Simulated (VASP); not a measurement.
A run of VASP 6.6.1 is set up as follows.

The input INCAR:

```
SYSTEM = Li
  PREC = Accurate
  ENCUT = 520
  EDIFF = 1E-6
  ISMEAR = -1
  SIGMA = 0.1
  LREAL = Auto
  LASPH = .True.
  NELM = 100
  ALGO = Normal
  ISIF = 2
  LWAVE = .False.
  LCHARG = .False.
  GGA = PE
  NBANDS = 38
```

Contents of KPOINTS:

```
Automatic mesh
0
Gamma
  2 2 2
  0 0 0
```

Contents of POSCAR:

```
Li
1.0
    7.0944470000      0.0000000000      0.0000000000
    0.0000000000      7.0944470000      0.0000000000
    0.0000000000      0.0000000000      7.0944470000
Li
16
Direct
   -0.0886045100     -0.0432309946     -0.0270352291
    0.5593529700     -0.0453030377     -0.0314894170
   -0.0624995859      0.4198917830      0.1190790487
   -0.0526468095      0.0593280914      0.5285119474
    0.2741721800      0.2270085322      0.3123851655
    0.5202519661      0.4802629437     -0.0588770344
    0.5311760029     -0.0363523753      0.5932668184
    0.6639700036      0.2297430652      0.2529161188
    0.0360845602      0.4557508147      0.5358698148
    0.1834533403      0.7495157833      0.2690414066
    0.2030038423      0.2274454936      0.8847624064
    0.5016599602      0.4744555848      0.5271587764
    0.6506356309      0.7135580828      0.2979090548
    0.8137632151      0.2488566057      0.7540122578
    0.2099247482      0.7311774970      0.7577193825
    0.8024585990      0.6373153538      0.7344053737
```

Potentials or basis: VASP PAW PBE potentials, release 64 (Li_sv).

Launch:

```console
$ cat potpaw_PBE.64/Li_sv/POTCAR > POTCAR
$ mpirun -np 1 vasp_std > vasp.out
```

Q: What does it give for the largest force?

A: 0.959 eV/Å.

Q: Predict the band gap on the k mesh.

A: Zero (band 24 reaches 0.59 eV, above the bottom of band 25 at -0.12 eV).

Forces on the atoms (eV/Å):
```
Li   0.410 -0.154  0.330
Li  -0.541  0.015  0.161
Li   0.133  0.320 -0.186
Li   0.277 -0.734 -0.552
Li  -0.077 -0.240 -0.162
Li  -0.161  0.035  0.315
Li  -0.155  0.140 -0.150
Li   0.122 -0.227  0.134
Li   0.167 -0.031 -0.341
Li   0.192  0.052 -0.053
Li   0.196 -0.048 -0.314
Li  -0.220 -0.230  0.288
Li   0.372  0.127 -0.209
Li  -0.709  0.310  0.492
Li   0.115  0.094  0.110
Li  -0.122  0.571  0.135
```

Caveat: the k points lie up to 0.44 Å⁻¹ apart.
